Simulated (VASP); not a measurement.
# ZnS (P1) in VASP: notebook

The runs below take ZnS through single point, with r2SCAN.

Program: VASP 6.6.1. These are calculated values, not measurements. Logs are shortened: lines on timing, memory, paths and dates and some standing lists are left out, and cuts for length are marked.

### 1 The cell of the first run

The typed cell holds 16 atoms: a = 7.632 Å, b = 7.632 Å, c = 7.632 Å, α = 60.00°, β = 60.00°, γ = 60.00°.

### 2 Single point, r2SCAN

POSCAR reads:

```
ZnS
1.0
    0.0000000000      5.3964110000      5.3964110000
    5.3964110000      0.0000000000      5.3964110000
    5.3964110000      5.3964110000      0.0000000000
Zn S
8 8
Direct
    0.1163165667      0.1159444675      0.1275506999
    0.1246339465      0.1279819124      0.6256980797
    0.1290971907      0.6263788099      0.1220486171
    0.1235070865      0.6283146336      0.6236431954
    0.6230715192      0.1259551950      0.1192114537
    0.6221808346      0.1329547546      0.6257747047
    0.6178287755      0.6265390090      0.1174895685
    0.6341932629      0.6263904843      0.6140665528
   -0.0015536252     -0.0039655986     -0.0000016678
   -0.0067187247      0.0027179175      0.5070086396
   -0.0016808394      0.5062208012     -0.0011010095
    0.0049746952      0.4997051744      0.5019147911
    0.4919581737      0.0021535610      0.0020312574
    0.5002581345      0.0057665178      0.4928976870
    0.4951729029      0.5018591986     -0.0055341411
    0.5036265770      0.5050812475      0.4936253002
```

INCAR.step1 reads:

```
SYSTEM = ZnS
PREC     = Accurate       ! precision mode
ENCUT    = 520            ! plane-wave cutoff, eV
ISMEAR   = -1             ! smearing method
SIGMA    = 0.02           ! smearing width, eV
LREAL    = Auto         
LASPH    = .TRUE.         ! aspherical terms in the spheres
NELM     = 80             ! most SCF steps
NBANDS   = 86             ! bands
GGA      = PE             ! functional
ALGO     = Normal         ! electronic algorithm
EDIFF    = 1E-4           ! SCF threshold, eV
LWAVE    = .TRUE.         ! write WAVECAR
LCHARG   = .FALSE.        ! write CHGCAR
```

INCAR.step2 reads:

```
SYSTEM = ZnS
PREC     = Accurate       ! precision mode
ENCUT    = 520            ! plane-wave cutoff, eV
EDIFF    = 1E-6           ! SCF threshold, eV
ISMEAR   = -1             ! smearing method
SIGMA    = 0.02           ! smearing width, eV
LREAL    = Auto         
LASPH    = .TRUE.         ! aspherical terms in the spheres
NELM     = 80             ! most SCF steps
ALGO     = Normal         ! electronic algorithm
ISIF     = 2              ! what is computed and relaxed
LWAVE    = .FALSE.        ! write WAVECAR
LCHARG   = .FALSE.        ! write CHGCAR
METAGGA  = R2SCAN         ! meta-GGA
LMIXTAU  = .TRUE.       
NBANDS   = 86             ! bands
ISTART   = 1
```

KPOINTS reads:

```
regular mesh
0
G
  2 2 2
  0 0 0
```

Potentials or basis: VASP PAW PBE potentials, release 64 (Zn, S).

On the command line:

```sh
> cat potpaw_PBE.64/Zn/POTCAR potpaw_PBE.64/S/POTCAR > POTCAR
> cp INCAR.step1 INCAR
> mpirun -np 1 vasp_std > vasp.out
> cp INCAR.step2 INCAR
> mpirun -np 1 vasp_std > vasp.out
```

OUTCAR:

```text
SYSTEM = ZnS
   PREC = Accurate
   ENCUT = 520
   EDIFF = 1E-6
   ISMEAR = -1
   LREAL = Auto
   LASPH = .TRUE.
   NELM = 80
   ISIF = 2
   METAGGA = R2SCAN
   ISTART = 1

 ion  position               nearest neighbor table
   1  0.116  0.116  0.128-   9 2.28  13 2.34  10 2.37  11 2.43
   2  0.125  0.128  0.626-  12 2.32   9 2.33  10 2.34  14 2.34
   3  0.129  0.626  0.122-  15 2.28   9 2.30  11 2.33  12 2.37
   4  0.124  0.628  0.624-  12 2.30  10 2.33  11 2.34  16 2.37
   5  0.623  0.126  0.119-  13 2.32  14 2.33   9 2.34  15 2.34
   6  0.622  0.133  0.626-  10 2.31  16 2.32  13 2.35  14 2.38
[... 8 lines left out ...]
  15  0.495  0.502  0.994-   3 2.28   7 2.31   5 2.34   8 2.37
  16  0.504  0.505  0.494-   6 2.32   8 2.32   7 2.35   4 2.37

  LATTYP: Found a face centered cubic cell.
 ALAT       =    10.7928220000

  Lattice vectors:

 A1 = (   0.0000000000,   5.3964110000,   5.3964110000)
 A2 = (   5.3964110000,   0.0000000000,   5.3964110000)
 A3 = (   5.3964110000,   5.3964110000,   0.0000000000)

Analysis of symmetry for initial positions (statically):
=====================================================================
 Subroutine PRICEL returns:
 Original cell was already a primitive cell.

 Routine SETGRP: Setting up the symmetry group for a
 face centered cubic supercell.

 Subroutine GETGRP returns: Found  1 space group operations
 (whereof  1 operations were pure point group operations)
 out of a pool of 48 trial point group operations.

The static configuration has the point symmetry C_1 .

Analysis of symmetry for dynamics (positions and initial velocities):
=====================================================================
 Subroutine PRICEL returns:
 Original cell was already a primitive cell.

 Routine SETGRP: Setting up the symmetry group for a
 face centered cubic supercell.

 Subroutine GETGRP returns: Found  1 space group operations
 (whereof  1 operations were pure point group operations)
 out of a pool of 48 trial point group operations.

The dynamic configuration has the point symmetry C_1 .

 Subroutine INISYM returns: Found  1 space group operations
 (whereof  1 operations are pure point group operations),
 and found     1 'primitive' translations

----------------------------------------------------------------------------------------

                                     Primitive cell

  volume of cell :     314.3005

  direct lattice vectors                    reciprocal lattice vectors
     0.000000000  5.396411000  5.396411000    -0.092654173  0.092654173  0.092654173
     5.396411000  0.000000000  5.396411000     0.092654173 -0.092654173  0.092654173
     5.396411000  5.396411000  0.000000000     0.092654173  0.092654173 -0.092654173

  length of vectors
     7.631677624  7.631677624  7.631677624     0.160481736  0.160481736  0.160481736

  position of ions in fractional coordinates (direct lattice)
     0.116316567  0.115944468  0.127550700
     0.124633946  0.127981912  0.625698080
     0.129097191  0.626378810  0.122048617
     0.123507086  0.628314634  0.623643195
     0.623071519  0.125955195  0.119211454
     0.622180835  0.132954755  0.625774705
[... 8 lines left out ...]
     0.495172903  0.501859199  0.994465859
     0.503626577  0.505081248  0.493625300

  ion indices of the primitive-cell ions
   primitive index   ion index
                 1           1
                 2           2
                 3           3
                 4           4
                 5           5
                 6           6
[... 8 lines left out ...]
                15          15
                16          16

----------------------------------------------------------------------------------------

 KPOINTS: regular mesh

Automatic generation of k-mesh.
 Grid dimensions read from file:
 generate k-points for:    2    2    2

 Generating k-lattice:

  Cartesian coordinates                     Fractional coordinates (reciprocal lattice)
    -0.046327087  0.046327087  0.046327087     0.500000000  0.000000000  0.000000000
[... 46 lines left out ...]
   LORBIT       =      0    0 simple, 1 ext, 2 COOP (PROOUT), +10 PAW based schemes
   METAGGA = R2SCAN    functional components
   LHFCALC =     F    Hartree Fock is set to
   AEXX    =    0.0000 exact exchange contribution
   IVDW    =     0    specifies the selected vdW correction
   LEPSILON=     F    determine dielectric tensor
   LRPA    =     F    only Hartree local field effects (RPA)
 non-spin polarized calculation
  energy-cutoff  :      520.00
  volume of cell :      314.30
 maximum number of plane-waves:      8480
 NGX is ok and might be reduce to    60
   NGX = 29   NGY = 29   NGZ = 29

 number of electron     144.0000022 magnetization

 Free energy of the ion-electron system (eV)
  ---------------------------------------------------
  ext. energy  EPLUGINS =         0.00000000
  ---------------------------------------------------
  free energy    TOTEN  =      -150.49679331 eV

  energy without entropy =     -150.49679331  energy(sigma->0) =     -150.49679331

 E-fermi :   2.4281     XC(G=0): -10.2980

 val. band max:        1.9108593294   @ k =   0.0000   0.0000   0.0000
 cond. band min:       4.5664448701   @ k =   0.0000   0.0000   0.0000
 fundamental gap:      2.6555855407
 Fermi energy:         2.4280996138

 k-point     1 :       0.0000    0.0000    0.0000
  band No.  band energies     occupation
      1     -11.8303      2.00000
      2     -10.9724      2.00000
      3     -10.9218      2.00000
      4     -10.9014      2.00000
      5     -10.6851      2.00000
      6     -10.5791      2.00000
[... 76 lines left out ...]
     83       6.4028      0.00000
     84       8.7595      0.00000

 k-point     2 :       0.5000    0.0000    0.0000
  band No.  band energies     occupation
      1     -11.4338      2.00000
      2     -11.3713      2.00000
      3     -10.8778      2.00000
      4     -10.7706      2.00000
      5     -10.7370      2.00000
      6     -10.6855      2.00000
[... 511 lines left out ...]
     83       8.4663      0.00000
     84       8.5428      0.00000

 k-point     8 :       0.5000    0.0000    0.5000
  band No.  band energies     occupation
      1     -11.2920      2.00000
      2     -11.2498      2.00000
      3     -10.9543      2.00000
      4     -10.9408      2.00000
      5     -10.9166      2.00000
      6     -10.7063      2.00000
[... 76 lines left out ...]
     83       8.4944      0.00000
     84       8.5103      0.00000
 [bands above 84 left out]

------------------------ aborting loop because EDIFF is reached ----------------------------------------

  FORCE on cell =-STRESS in cart. coord.  units (eV):
  Direction    XX          YY          ZZ          XY          YZ          ZX
  --------------------------------------------------------------------------------------
  -------------------------------------------------------------------------------------
  Total        0.1959795      0.2200123      0.1537543      0.0443070      0.7174453      0.4054080
  in kB        0.9990247      1.1215343      0.7837774      0.2258593      3.6572471      2.0666069
  external PRESSURE =       0.9681121 kB  Pullay stress =       0.0000000 kB

 VOLUME and BASIS-vectors are now :
 -----------------------------------------------------------------------------
  energy-cutoff  :      520.00
  volume of cell :      314.30
      direct lattice vectors                 reciprocal lattice vectors
     0.000000000  5.396411000  5.396411000    -0.092654173  0.092654173  0.092654173
     5.396411000  0.000000000  5.396411000     0.092654173 -0.092654173  0.092654173
     5.396411000  5.396411000  0.000000000     0.092654173  0.092654173 -0.092654173

 POSITION                                       TOTAL-FORCE (eV/Angst)
 -----------------------------------------------------------------------------------
      1.31400      1.31601      1.25338         0.536847      0.087307      0.458908
      4.06717      4.04910      1.36322        -0.205614      0.064844      0.013978
      4.03882      1.35529      4.07686         0.029910     -0.078399     -0.397537
      6.75608      4.03193      4.05714         0.139336      0.291396      0.110689
      1.32302      4.00566      4.04206         0.117421      0.022694     -0.048154
      4.09442      6.73448      4.07502        -0.082477     -0.125374     -0.243805
[... 8 lines left out ...]
      8.07478      8.03870      5.38039        -0.302369      0.172378      0.285691
      5.38943      5.38158      5.44340         0.066240     -0.180906     -0.154173
 -----------------------------------------------------------------------------------
    total drift:                                0.022813     -0.008316      0.020895

  FREE ENERGIE OF THE ION-ELECTRON SYSTEM (eV)
  ---------------------------------------------------
  free  energy   TOTEN  =      -150.4967933105 eV

  energy  without entropy=     -150.4967933105  energy(sigma->0) =     -150.49679331
```

Run time: 26 min. Hardware: 1 thread of Intel Xeon Platinum 8259CL at 2.50GHz (Skylake/Cascade Lake), shared host; peak memory 0.6 GiB.

What came out:

| Quantity | Value |
| --- | --- |
| Free energy | -150.4968 eV |
| Pressure | 0.1 GPa |
| Largest force | 0.712 eV/Å |
| Band gap on the k mesh | 2.66 eV |

Forces on the atoms (eV/Å):
```
Zn   0.537  0.087  0.459
Zn  -0.206  0.065  0.014
Zn   0.030 -0.078 -0.398
Zn   0.139  0.291  0.111
Zn   0.117  0.023 -0.048
Zn  -0.082 -0.125 -0.244
Zn   0.020  0.291  0.259
Zn   0.269 -0.132 -0.024
S    0.102 -0.249  0.022
S   -0.260 -0.092  0.213
S   -0.239  0.044 -0.453
S   -0.151 -0.251  0.040
S   -0.134 -0.129 -0.018
S    0.094  0.264 -0.064
S   -0.302  0.172  0.286
S    0.066 -0.181 -0.154
```

Stress tensor (GPa, compression positive):
```
0.10 0.02 0.21
0.02 0.11 0.37
0.21 0.37 0.08
```

Caveat: the k points lie up to 0.50 Å⁻¹ apart; the PAW data sets were made with another functional, which shifts forces and pressure a little.

### 3 Single point, r2SCAN

This run uses another cell than the first one, of 19.60 Å³/atom, 0.998 times its volume.

POSCAR reads:

```
ZnS
1.0
    0.0000000000      5.3923420000      5.3923420000
    5.3923420000      0.0000000000      5.3923420000
    5.3923420000      5.3923420000      0.0000000000
Zn S
8 8
Direct
    0.1182502890      0.1122758905      0.1277183458
    0.1225709534      0.1267887868      0.6231740309
    0.1247664744      0.6254170266      0.1235836859
    0.1260362381      0.6273301100      0.6215255820
    0.6216017085      0.1272816153      0.1163511142
    0.6175297301      0.1339750891      0.6268381160
    0.6205028353      0.6260599754      0.1146591778
    0.6323947925      0.6342127410      0.6138989330
    0.0012116257     -0.0057167183      0.0005983485
   -0.0088314131      0.0105620155      0.4995983192
   -0.0064078836      0.4999468691      0.0022480955
    0.0074048530      0.4990659903      0.5015793694
    0.4912229232      0.0067510555     -0.0065737670
    0.5069981652      0.0084320505      0.4962783332
    0.4928940894      0.5029542822     -0.0105973434
    0.4992814810      0.5129899958      0.4909027469
```

INCAR.step1 reads:

```
SYSTEM = ZnS
  ALGO = Normal
  EDIFF = 1E-4
  ENCUT = 520
  GGA = PE
  ISMEAR = -1
  LASPH = .True.
  LCHARG = .False.
  LREAL = Auto
  LWAVE = .True.
  NBANDS = 86
  NELM = 80
  PREC = Accurate
  SIGMA = 0.02
```

INCAR.step2 reads:

```
SYSTEM = ZnS
  ALGO = Normal
  EDIFF = 1E-7
  ENCUT = 520
  ISIF = 2
  ISMEAR = -1
  ISTART = 1
  LASPH = .True.
  LCHARG = .False.
  LMIXTAU = .True.
  LREAL = Auto
  LWAVE = .False.
  METAGGA = R2SCAN
  NBANDS = 86
  NELM = 80
  PREC = Accurate
  SIGMA = 0.02
```

KPOINTS reads:

```
k-points
0
Gamma
  2 2 2
  0 0 0
```

Potentials or basis: VASP PAW PBE potentials, release 64 (Zn, S).

On the command line:

```sh
> cat potpaw_PBE.64/Zn/POTCAR potpaw_PBE.64/S/POTCAR > POTCAR
> cp INCAR.step1 INCAR
> mpirun -np 1 vasp_std > vasp.out
> cp INCAR.step2 INCAR
> mpirun -np 1 vasp_std > vasp.out
```

Run time: 29 min. Hardware: 1 thread of Oxide Virtual Turin-like, shared host; peak memory 0.57 GiB.

It converged, with:

* Free energy: -150.4576 eV
* Pressure: 0.3 GPa
* Largest force: 0.723 eV/Å
* Band gap on the k mesh: 2.66 eV

Forces on the atoms (eV/Å):
```
Zn   0.516  0.000  0.506
Zn  -0.142  0.251  0.154
Zn  -0.101 -0.077 -0.392
Zn   0.419  0.199  0.122
Zn   0.122  0.164 -0.036
Zn   0.067 -0.134  0.361
Zn   0.088  0.034  0.070
Zn  -0.015 -0.090 -0.078
S   -0.039 -0.580 -0.155
S   -0.260  0.306 -0.114
S   -0.232  0.023  0.054
S   -0.119 -0.395 -0.127
S    0.058  0.399 -0.188
S   -0.242 -0.544 -0.388
S   -0.081  0.364  0.246
S   -0.039  0.080 -0.037
```

Stress tensor (GPa, compression positive):
```
0.32 0.34 0.17
0.34 0.28 0.44
0.17 0.44 0.27
```

Levels at points of the mesh, in eV from the valence-band top:
```tsv
k point	band 70	band 71	band 72	band 73	band 74	band 75
(0.00, 0.00, 0.00)	-0.04	-0.02	0.00	2.66	3.55	3.70
(0.50, 0.00, 0.00)	-0.52	-0.49	-0.45	3.98	3.99	4.58
(0.00, 0.50, 0.00)	-0.51	-0.48	-0.44	3.93	4.00	4.55
(0.00, 0.00, 0.50)	-0.52	-0.47	-0.46	3.97	3.98	4.55
(0.50, 0.50, 0.50)	-0.56	-0.47	-0.41	3.96	4.05	4.63
(0.50, 0.50, 0.00)	-0.95	-0.94	-0.89	4.83	4.87	4.98
(0.00, 0.50, 0.50)	-0.96	-0.93	-0.86	4.82	4.88	5.00
(0.50, 0.00, 0.50)	-0.96	-0.93	-0.88	4.84	4.88	5.03
```

Caveat: the k points lie up to 0.50 Å⁻¹ apart; the PAW data sets were made with another functional, which shifts forces and pressure a little.

### 4 Single point, r2SCAN

POSCAR reads:

```
ZnS
1.0
    0.0000000000      5.3947630000      5.3947630000
    5.3947630000      0.0000000000      5.3947630000
    5.3947630000      5.3947630000      0.0000000000
Zn S
8 8
Direct
    0.1187592486      0.1221553199      0.1266561664
    0.1264971232      0.1254225626      0.6274574064
    0.1290612766      0.6241023007      0.1239468722
    0.1216718881      0.6285540255      0.6256608492
    0.6241685687      0.1244559770      0.1238785652
    0.6233410068      0.1311382910      0.6250183743
    0.6214500989      0.6249749989      0.1227275415
    0.6327622733      0.6237490878      0.6188391408
   -0.0094272909     -0.0010893898      0.0006504456
    0.0006535041     -0.0048266254      0.5054488028
    0.0013393545      0.5024916757      0.0015491876
   -0.0020280780      0.5002523744      0.5024100225
    0.4974187003     -0.0004250418      0.0073089402
    0.4977390110     -0.0023450520      0.4958896248
    0.5013862518      0.4992015405     -0.0064184469
    0.5056271239      0.5016584603      0.4938536688
```

INCAR.step1 reads:

```
SYSTEM = ZnS
  PREC = Accurate
  ENCUT = 520
  ISMEAR = -1
  SIGMA = 0.02
  LREAL = Auto
  LASPH = .True.
  NELM = 80
  NBANDS = 86
  GGA = PE
  ALGO = Normal
  EDIFF = 1E-4
  LWAVE = .True.
  LCHARG = .False.
```

INCAR.step2 reads:

```
SYSTEM = ZnS
  PREC = Accurate
  ENCUT = 520
  EDIFF = 1E-6
  ISMEAR = -1
  SIGMA = 0.02
  LREAL = Auto
  LASPH = .True.
  NELM = 80
  ALGO = Normal
  ISIF = 2
  LWAVE = .False.
  LCHARG = .True.
  METAGGA = R2SCAN
  LMIXTAU = .True.
  LELF = .True.
  LVHAR = .True.
  NBANDS = 86
  ISTART = 1
```

KPOINTS reads:

```
Automatic mesh
0
Gamma
  2 2 2
  0 0 0
```

On the command line:

```sh
> cat potpaw_PBE.64/Zn/POTCAR potpaw_PBE.64/S/POTCAR > POTCAR
> cp INCAR.step1 INCAR
> mpirun -np 1 vasp_std > vasp.out
> cp INCAR.step2 INCAR
> mpirun -np 1 vasp_std > vasp.out
```

Run time: 35 min. Hardware: 1 thread of Oxide Virtual Turin-like, shared host; peak memory 0.57 GiB.

Results (log left out):

```yaml
Free_energy: -150.4879 eV
Pressure: 0.2 GPa
Largest_force: 0.690 eV/Å
Band_gap_on_the_k_mesh: 2.67 eV
```

Forces in eV/Å, atoms in the order of the input:
```
Zn   0.094  0.052  0.118
Zn  -0.098 -0.121 -0.074
Zn   0.086 -0.003 -0.097
Zn  -0.177  0.313 -0.066
Zn   0.228 -0.097 -0.073
Zn  -0.175  0.084 -0.311
Zn  -0.106  0.045  0.202
Zn   0.180 -0.221 -0.174
S   -0.029  0.448  0.428
S    0.141 -0.403  0.194
S   -0.260 -0.110 -0.336
S   -0.284  0.214  0.322
S   -0.364 -0.572 -0.129
S    0.419  0.385  0.278
S    0.170  0.114  0.075
S    0.176 -0.127 -0.358
```

Stress tensor (GPa, compression positive):
```
 0.19 -0.24  0.00
-0.24  0.21  0.01
 0.00  0.01  0.19
```

Levels at points of the mesh, in eV from the valence-band top:
```csv
k point,band 69,band 70,band 71,band 72,band 73,band 74,band 75,band 76
"(0.00, 0.00, 0.00)",-0.85,-0.02,-0.01,0.00,2.67,3.61,3.68,3.70
"(0.50, 0.00, 0.00)",-0.52,-0.50,-0.48,-0.46,3.99,4.00,4.61,4.62
"(0.00, 0.50, 0.00)",-0.52,-0.50,-0.49,-0.45,3.99,4.00,4.63,4.67
"(0.00, 0.00, 0.50)",-0.53,-0.51,-0.47,-0.44,3.98,4.00,4.65,4.66
"(0.50, 0.50, 0.50)",-0.58,-0.50,-0.48,-0.41,3.94,4.04,4.57,4.69
"(0.50, 0.50, 0.00)",-0.98,-0.95,-0.91,-0.89,4.86,4.88,5.03,5.04
"(0.00, 0.50, 0.50)",-0.98,-0.96,-0.92,-0.89,4.86,4.89,5.02,5.05
"(0.50, 0.00, 0.50)",-0.98,-0.93,-0.92,-0.89,4.86,4.88,5.03,5.03
```

Caveat: the k points lie up to 0.50 Å⁻¹ apart; the PAW data sets were made with another functional, which shifts forces and pressure a little. r2SCAN opens gaps a little over a GGA but as a rule still falls short of measured ones.

### 5 Overview

```tsv
cell	gap on the mesh (eV)	pressure (GPa)	largest force (eV/Å)
a = 7.632 Å, angles 60.0°, 16 atoms	2.66	0.1	0.71
a = 7.626 Å, angles 60.0°, 16 atoms	2.66	0.3	0.72
a = 7.629 Å, angles 60.0°, 16 atoms	2.67	0.2	0.69
```

Alike in all rows: task single point; level r2SCAN; potentials or basis VASP PAW PBE potentials, release 64 (Zn, S); no spin polarisation; k mesh 2 × 2 × 2; cutoff (eV) 520; smearing fermi-dirac 0.02 eV.

Caveats: all runs use coarse meshes; the PAW data sets were made with another functional, which shifts forces and pressure a little.

Absolute energies hang on the potentials; compare differences alone.
